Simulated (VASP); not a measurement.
Runs of VASP 6.6.1 on InPd. The structure is that of space group Fm-3m (No. 225), or close to it. The cells are those of the table. 

```tsv
task	cell	gap on the mesh (eV)	pressure (GPa)
single point	a = 3.642 Å, angles 60.0°, 2 atoms	none	(a)
single point	a = 3.711 Å, angles 60.0°, 2 atoms	none	10.3
single point	a = 3.754 Å, angles 60.0°, 2 atoms	none	5.3
relaxation of cell and atoms	relaxed to 20 GPa from a = 3.762 Å, angles 60.0°, 2 atoms	none	20.1
relaxation of cell and atoms	relaxed from a = 3.762 Å, angles 60.0°, 2 atoms	none	0.0
relaxation of cell and atoms	relaxed to 5 GPa from a = 3.762 Å, angles 60.0°, 2 atoms	none	5.0
relaxation of cell and atoms	relaxed to 10 GPa from a = 3.762 Å, angles 60.0°, 2 atoms	none	9.9
single point	a = 3.809 Å, angles 60.0°, 2 atoms	none	0.2
```

Alike in all rows: level PBEsol; potentials or basis VASP PAW PBE potentials, release 64 (In_d, Pd); no spin polarisation; k mesh 7 × 7 × 7; cutoff (eV) 500; smearing methfessel-paxton 0.1 eV.

Question: Estimate the missing entries.

Answer: (a) 20.3.

Caveats: the PAW data sets were made with another functional, which shifts forces and pressure a little; spin-orbit coupling is left out, which moves the levels of the heavy elements; the cell stands under pressure (at least some runs); the cell is relaxed towards a set pressure, so the run minimises the enthalpy, not the energy (at least some runs).

A k mesh can miss the band edges, and the runs leave out spin-orbit coupling on In, Pd.

A gap of «none» marks levels without a gap at the run's occupations.
